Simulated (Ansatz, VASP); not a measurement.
Sn: VASP beside Ansatz

The input POSCAR:

```
Sn
1.0
   -1.9863337224      1.8957517285      1.8957517285
    1.8957517285     -1.9863337224      1.8957517285
    1.8957517285      1.8957517285     -1.9863337224
Sn
1
Direct
    0.0000000000      0.0000000000      0.0000000000
```

Contents of INCAR.step1:

```
SYSTEM = Sn
PREC = Accurate
ENCUT = 520
ISMEAR = 0
SIGMA = 0.15
LREAL = .FALSE.
LASPH = .TRUE.
NELM = 60
NBANDS = 13
GGA = PE
ALGO = Normal
EDIFF = 1E-4
LWAVE = .TRUE.
LCHARG = .FALSE.
```

Contents of INCAR.step2:

```
SYSTEM = Sn
PREC = Accurate
ENCUT = 520
EDIFF = 1E-7
ISMEAR = 0
SIGMA = 0.15
LREAL = .FALSE.
LASPH = .TRUE.
NELM = 60
ALGO = Normal
ISIF = 2
LWAVE = .FALSE.
LCHARG = .TRUE.
METAGGA = R2SCAN
LMIXTAU = .TRUE.
LELF = .TRUE.
LVHAR = .TRUE.
NBANDS = 13
ISTART = 1
```

The input KPOINTS:

```
Automatic mesh
0
G
  20 20 20
  0 0 0
```

Input for Ansatz:

```yaml
crystal:
  lattice:
    - [-1.9863337224, 1.8957517285, 1.8957517285]
    - [1.8957517285, -1.9863337224, 1.8957517285]
    - [1.8957517285, 1.8957517285, -1.9863337224]
  atoms:
    - { symbol: Sn, position: [0.0, 0.0, 0.0] }
basis:
  ecutwfc: 500
kpoints:
  mp_grid: { grid: [20, 20, 20] }
hamiltonian:
  xc: r2scan
scf:
  occupations: { method: gaussian, width: 0.15 }
output:
  forces: true
  stress: true
  eigenvalues: true
```

Alike in both runs: task single point; functional r2SCAN; k mesh 20 × 20 × 20; occupations gaussian, width 0.15 eV; no spin polarisation.

|  | VASP | Ansatz |
| --- | --- | --- |
| version | VASP 6.6.1 | Ansatz 0.2.0 |
| potentials or method | VASP PAW PBE potentials, release 64 (Sn_d), cutoff 520 eV | scalar-relativistic, plane waves, PAW |
| valence electrons in the cell | 14 | 14 |

|  | VASP | Ansatz | Ansatz less VASP |
| --- | --- | --- | --- |
| gap on the k mesh at the Fermi level (eV) | none | none | - |
| pressure (GPa) | -0.2 | -0.2 | +0.01 |
| traceless stress, the component that is largest in VASP (GPa) | 0.97 | 0.96 | -0.004 |

VASP's potentials were made for PBE, not for r2SCAN. A gap of «none» marks a metal or a gap that the smearing closes.
